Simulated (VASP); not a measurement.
Crystal: CdS.

```
CELL_PARAMETERS angstrom
4.16884 0.00000 0.00000
-2.08442 3.61032 0.00000
0.00000 0.00000 6.77962
ATOMIC_POSITIONS crystal
Cd 0.66667 0.33333 0.50022
Cd 0.33333 0.66667 0.00022
S 0.66667 0.33333 0.87678
S 0.33333 0.66667 0.37678
```

- Program: VASP 6.6.1
- Task: relaxation of cell and atoms
- Functional: LDA
- Potentials or basis: VASP PAW LDA potentials, release 64 (Cd_sv_GW, S)
- Cutoff: 630 eV
- k mesh: 9 × 9 × 4
- Occupations: gaussian, width 0.02 eV
- Spin: no spin polarisation

At the start: pressure -3.9 GPa; volume 25.51 Å³/atom.

Task: Where does the relaxation end?

Result: Over 9 steps the energy falls by 21.1 meV/atom and the volume is 23.88 Å³/atom (-6.4 %); space group P6_3mc (No. 186, to 0.1 Å) before and after.

Step by step:
```tsv
step	energy change (eV)	largest force (eV/Å)	pressure (GPa)	volume (Å³)
1	0.0000	0.0045	-3.94	102.04
2	-0.0700	0.0104	1.91	93.06
3	-0.0844	0.0054	0.00	95.54
4	-0.0844	0.0055	0.09	95.41
5	-0.0844	0.0041	-0.03	95.58
6	-0.0844	0.0041	-0.02	95.55
7	-0.0844	0.0043	-0.01	95.54
8	-0.0844	0.0030	0.00	95.53
9	-0.0844	0.0014	0.00	95.53
```

Final structure:
```yaml
crystal:
  lattice:
    - [4.07642, 0.00000, 0.00000]
    - [-2.03821, 3.53028, 0.00000]
    - [0.00000, 0.00000, 6.63821]
  atoms:
    - { symbol: Cd, position: [0.66667, 0.33333, 0.50035] }
    - { symbol: Cd, position: [0.33333, 0.66667, 0.00035] }
    - { symbol: S, position: [0.66667, 0.33333, 0.87665] }
    - { symbol: S, position: [0.33333, 0.66667, 0.37665] }
```
